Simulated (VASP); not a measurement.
Set up this calculation in VASP 6.6.1, as the native input.

- Task: single point
- Functional: LDA
- Potentials or basis: VASP PAW LDA potentials, release 64 (Y_sv, Rh_pv)
- Cutoff: 520 eV
- k mesh: 6 × 6 × 6
- Occupations: fermi-dirac, width 0.1 eV
- Spin: no spin polarisation
- Dipole correction: no
- Further INCAR settings: ALGO = Normal; EDIFF = 1e-06; NBANDS = 52

The structure of YRh5 lies in POSCAR:

```
YRh5
1.0
    5.1188240233      0.0000000000      0.0000000000
   -2.5594120116      4.4330316417      0.0000000000
    0.0000000000      0.0000000000      4.2296697271
Y Rh
1 5
Direct
    0.0000000000      0.0000000000      0.0000000000
    0.3333333333      0.6666666667      0.0000000000
    0.6666666667      0.3333333333      0.0000000000
    0.5000000000      0.0000000000      0.5000000000
    0.5000000000      0.5000000000      0.5000000000
    0.0000000000      0.5000000000      0.5000000000
```

One way to write it, as run:

INCAR

```
SYSTEM = YRh5
  ALGO = Normal
  EDIFF = 1E-6
  ENCUT = 520
  GGA = CA
  ISIF = 2
  ISMEAR = -1
  LASPH = .TRUE.
  LCHARG = .FALSE.
  LREAL = .FALSE.
  LWAVE = .FALSE.
  NBANDS = 52
  NELM = 60
  PREC = Accurate
  SIGMA = 0.1
```

KPOINTS

```
k-points
0
G
  6 6 6
  0 0 0
```

Potentials or basis: VASP PAW LDA potentials, release 64 (Y_sv, Rh_pv).

Run with:

```console
$ cat potpaw_LDA.64/Y_sv/POTCAR potpaw_LDA.64/Rh_pv/POTCAR > POTCAR
$ mpirun -np 1 vasp_std > vasp.out
```

Results of the run:

The pressure is 0.6 GPa. The band gap on the k mesh is zero (bands 43 and 44 overlap by 1.88 eV).

Run time: 3.2 min on 1 thread of Intel Xeon 8259CL (shared host), peak memory 0.26 GiB.
